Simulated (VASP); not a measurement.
# CuF (Pm-3m) in VASP: single point with PBE0

Aim: the single point of CuF with PBE0.

Program: VASP 6.6.1. These are calculated values, not measurements. Logs are shortened: lines on timing, memory, paths and dates and some standing lists are left out, and cuts for length are marked.

### 1 The cell of the first run

Symmetry: Pm-3m, No. 221, cubic system. The conventional cell has a = 2.738 Å, b = 2.738 Å, c = 2.738 Å, α = 90.00°, β = 90.00°, γ = 90.00°. Cu (site symmetry m-3m) has 8 F at 2.37 Å and 6 Cu at 2.74 Å within 3.1 Å. F (site symmetry m-3m) has 8 Cu at 2.37 Å and 6 F at 2.74 Å within 3.1 Å.

### 2 Single point, PBE0

POSCAR reads:

```
CuF
1.0
    2.7384616677      0.0000000000      0.0000000000
    0.0000000000      2.7384616677      0.0000000000
    0.0000000000      0.0000000000      2.7384616677
Cu F
1 1
Direct
    0.0000000000      0.0000000000      0.0000000000
    0.5000000000      0.5000000000      0.5000000000
```

INCAR.step1 reads:

```
SYSTEM = CuF
PREC = Accurate
ENCUT = 610
EDIFF = 1E-5
ISMEAR = 0
SIGMA = 0.01
LREAL = .False.
LASPH = .True.
NELM = 120
ALGO = Normal
ISIF = 2
LWAVE = .True.
LCHARG = .False.
NBANDS = 20
GGA = PE
GGA_COMPAT = .False.
```

INCAR.step2 reads:

```
SYSTEM = CuF
PREC = Accurate
ENCUT = 610
EDIFF = 1E-6
ISMEAR = 0
SIGMA = 0.01
LREAL = .False.
LASPH = .True.
NELM = 120
ALGO = Normal
ISIF = 2
LWAVE = .False.
LCHARG = .False.
GGA = PE
LHFCALC = .True.
AEXX = 0.25
PRECFOCK = Normal
NBANDS = 20
ISTART = 1
GGA_COMPAT = .False.
```

KPOINTS reads:

```
regular mesh
0
Gamma
  6 6 6
  0 0 0
```

Potentials or basis: VASP PAW PBE potentials, release 64 (Cu_sv_GW, F).

The run is started by

```
cat potpaw_PBE.64/Cu_sv_GW/POTCAR potpaw_PBE.64/F/POTCAR > POTCAR
cp INCAR.step1 INCAR
mpirun -np 1 vasp_std > vasp.out
cp INCAR.step2 INCAR
mpirun -np 1 vasp_std > vasp.out
```

OUTCAR:

```text
SYSTEM = CuF
   PREC = Accurate
   ENCUT = 610
   EDIFF = 1E-6
   ISMEAR = 0
   LREAL = .False.
   LASPH = .True.
   NELM = 120
   ISIF = 2
   GGA = PE
   LHFCALC = .True.
   AEXX = 0.25
   PRECFOCK = Normal
   ISTART = 1

 ion  position               nearest neighbor table
   1  0.000  0.000  0.000-
   2  0.500  0.500  0.500-

  LATTYP: Found a simple cubic cell.
 ALAT       =     2.7384616677

  Lattice vectors:

 A1 = (   2.7384616677,   0.0000000000,   0.0000000000)
 A2 = (   0.0000000000,   2.7384616677,   0.0000000000)
 A3 = (   0.0000000000,   0.0000000000,   2.7384616677)

Analysis of symmetry for initial positions (statically):
=====================================================================
 Subroutine PRICEL returns:
 Original cell was already a primitive cell.

 Routine SETGRP: Setting up the symmetry group for a
 simple cubic supercell.

 Subroutine GETGRP returns: Found 48 space group operations
 (whereof 48 operations were pure point group operations)
 out of a pool of 48 trial point group operations.

The static configuration has the point symmetry O_h .

Analysis of symmetry for dynamics (positions and initial velocities):
=====================================================================
 Subroutine PRICEL returns:
 Original cell was already a primitive cell.

 Routine SETGRP: Setting up the symmetry group for a
 simple cubic supercell.

 Subroutine GETGRP returns: Found 48 space group operations
 (whereof 48 operations were pure point group operations)
 out of a pool of 48 trial point group operations.

The dynamic configuration has the point symmetry O_h .

 Subroutine INISYM returns: Found 48 space group operations
 (whereof 48 operations are pure point group operations),
 and found     1 'primitive' translations

----------------------------------------------------------------------------------------

                                     Primitive cell

  volume of cell :      20.5362

  direct lattice vectors                    reciprocal lattice vectors
     2.738461668  0.000000000  0.000000000     0.365168522  0.000000000  0.000000000
     0.000000000  2.738461668  0.000000000     0.000000000  0.365168522  0.000000000
     0.000000000  0.000000000  2.738461668     0.000000000  0.000000000  0.365168522

  length of vectors
[... 79 lines left out ...]
   EDIFFG = 0.1E-04   stopping-criterion for IOM
   NSW    =      0    number of steps for IOM
   IBRION =     -1    ionic relax: 0-MD 1-quasi-New 2-CG
   NFREE  =      0    steps in history (QN), initial steepest desc. (CG)
   ISIF   =      2    stress and relaxation
   ISYM   =      3    0-nonsym 1-usesym 2-fastsym
   POTIM  = 0.5000    time-step for ionic-motion
   TEBEG  =    0.0;   TEEND  =   0.0 temperature during run
   PSTRESS=    0.0 pullay stress
   NELECT =      26.0000    total number of electrons
   NUPDOWN=      -1.0000    fix difference up-down
   EMIN   =  10.00;   EMAX   =-10.00  energy-range for DOS
   EFERMI =   0.00;   METHOD = LEGACY
   ISMEAR =     0;   SIGMA  =   0.01  broadening in eV -4-tet -1-fermi 0-gaus
   EFERMI_NEDOS =   21; number of points for ismear=-14 and -15
   IALGO  =     38    algorithm
   IMIX   =      1    mixing-type and parameters
     AMIX     =   0.40;   BMIX     =  1.00
     AMIX_MAG =   1.60;   BMIX_MAG =  1.00
  volume/ion in A,a.u.               =      10.27        69.29
  Fermi-wavevector in a.u.,A,eV,Ry     =   1.771030  3.346762 42.675322  3.136548
  Thomas-Fermi vector in A             =   2.837703
   LORBIT       =      0    0 simple, 1 ext, 2 COOP (PROOUT), +10 PAW based schemes
   GGA     = PE    functional components
   LHFCALC =     T    Hartree Fock is set to
   PRECFOCK=normal    Normal, Fast or Accurate (Low or Medium for compatibility)
   ENCUT4O =  -1.0   cutoff for four orbital integrals eV
   NKREDX  =     1    reduce k-point grid by
   NKREDY  =     1    reduce k-point grid by
   NKREDZ  =     1    reduce k-point grid by
   AEXX    =    0.2500 exact exchange contribution
   HFSCREEN=    0.0000 screening length (either q_TF or 0.3 A-1)
   HFSCREENC=   0.0000 screening length for correlation (either q_TF or 0.3 A-1)
   ENCUTFOCK=  -1.0 apply spherical cutoff to Coloumb kernel
   IVDW    =     0    specifies the selected vdW correction
   LEPSILON=     F    determine dielectric tensor
   LRPA    =     F    only Hartree local field effects (RPA)
 non-spin polarized calculation
 Gauss-broadening in eV      SIGMA  =   0.01
  energy-cutoff  :      610.00
  volume of cell :       20.54
 maximum number of plane-waves:       739
 NGX is ok and might be reduce to    24
  NGX = 18; NGY = 18; NGZ = 18

 number of electron      25.9999984 magnetization

 Free energy of the ion-electron system (eV)
  ---------------------------------------------------
  ext. energy  EPLUGINS =         0.00000000
  ---------------------------------------------------
  free energy    TOTEN  =        -9.37276932 eV

  energy without entropy =       -9.37276932  energy(sigma->0) =       -9.37276932

 E-fermi :   3.6104     XC(G=0):  -9.4754

 val. band max:        3.2179622173   @ k =   0.5000   0.5000   0.5000
 cond. band min:       4.1013640067   @ k =   0.0000   0.0000   0.0000
 fundamental gap:      0.8834017894
 Fermi energy:         3.6104158419

 k-point     1 :       0.0000    0.0000    0.0000
  band No.  band energies     occupation
      1    -111.8792      2.00000
      2     -67.7799      2.00000
      3     -67.7799      2.00000
      4     -67.7799      2.00000
      5     -22.8383      2.00000
      6      -1.5081      2.00000
[... 449 lines left out ...]
     19      25.1152      0.00000
     20      25.1152      0.00000

------------------------ aborting loop because EDIFF is reached ----------------------------------------

  FORCE on cell =-STRESS in cart. coord.  units (eV):
  Direction    XX          YY          ZZ          XY          YZ          ZX
  --------------------------------------------------------------------------------------
  -------------------------------------------------------------------------------------
  Total       -0.1309120     -0.1309120     -0.1309120      0.0000000      0.0000000     -0.0000000
  in kB      -10.2133891    -10.2133891    -10.2133891      0.0000000      0.0000000     -0.0000000
  external PRESSURE =     -10.2133891 kB  Pullay stress =       0.0000000 kB

 VOLUME and BASIS-vectors are now :
 -----------------------------------------------------------------------------
  energy-cutoff  :      610.00
  volume of cell :       20.54
      direct lattice vectors                 reciprocal lattice vectors
     2.738461668  0.000000000  0.000000000     0.365168522  0.000000000  0.000000000
     0.000000000  2.738461668  0.000000000     0.000000000  0.365168522  0.000000000
     0.000000000  0.000000000  2.738461668     0.000000000  0.000000000  0.365168522

 POSITION                                       TOTAL-FORCE (eV/Angst)
 -----------------------------------------------------------------------------------
      0.00000      0.00000      0.00000         0.000000      0.000000      0.000000
      1.36923      1.36923      1.36923         0.000000      0.000000      0.000000
 -----------------------------------------------------------------------------------
    total drift:                                0.000000      0.000000     -0.000000

  FREE ENERGIE OF THE ION-ELECTRON SYSTEM (eV)
  ---------------------------------------------------
  free  energy   TOTEN  =        -9.3727693193 eV

  energy  without entropy=       -9.3727693193  energy(sigma->0) =       -9.37276932
```

OUTCAR.step1:

```text
SYSTEM = CuF
   PREC = Accurate
   ENCUT = 610
   EDIFF = 1E-5
   ISMEAR = 0
   LREAL = .False.
   LASPH = .True.
[... 675 lines left out ...]
      0.00000      0.00000      0.00000         0.000000      0.000000      0.000000
      1.36923      1.36923      1.36923         0.000000      0.000000      0.000000
 -----------------------------------------------------------------------------------
    total drift:                                0.000000      0.000000     -0.000000

  FREE ENERGIE OF THE ION-ELECTRON SYSTEM (eV)
  ---------------------------------------------------
  free  energy   TOTEN  =        -6.9924106166 eV

  energy  without entropy=       -6.9921705614  energy(sigma->0) =       -6.99229059
```

Wall time 33 min (1 thread of Intel Xeon 6975P-C (Granite Rapids), shared host); peak memory 0.17 GiB.

What came out:

| Item | Value |
| --- | --- |
| Free energy | -9.3728 eV |
| Pressure | -1.0 GPa |
| Band gap on the k mesh | 0.88 eV (least direct gap 1.50 eV) |

Levels at points of the mesh, in eV from the valence-band top:
```csv
k point,band 10,band 11,band 12,band 13,band 14,band 15,band 16,band 17
"(0.00, 0.00, 0.00)",-2.12,-0.61,-0.61,-0.61,0.88,18.39,18.39,20.65
"(0.50, 0.00, 0.00)",-0.56,-0.49,-0.34,-0.34,7.05,8.06,20.12,20.12
"(0.50, 0.50, 0.00)",-1.53,-1.04,-1.04,-0.04,8.11,11.79,11.79,17.98
"(0.50, 0.50, 0.50)",-0.19,-0.19,0.00,0.00,9.87,9.87,9.87,15.36
```

Caveat: the structure was generated, so it needn't be the stable form of CuF; the PAW data sets were made with another functional, which shifts forces and pressure a little. A k mesh can miss the band edges.
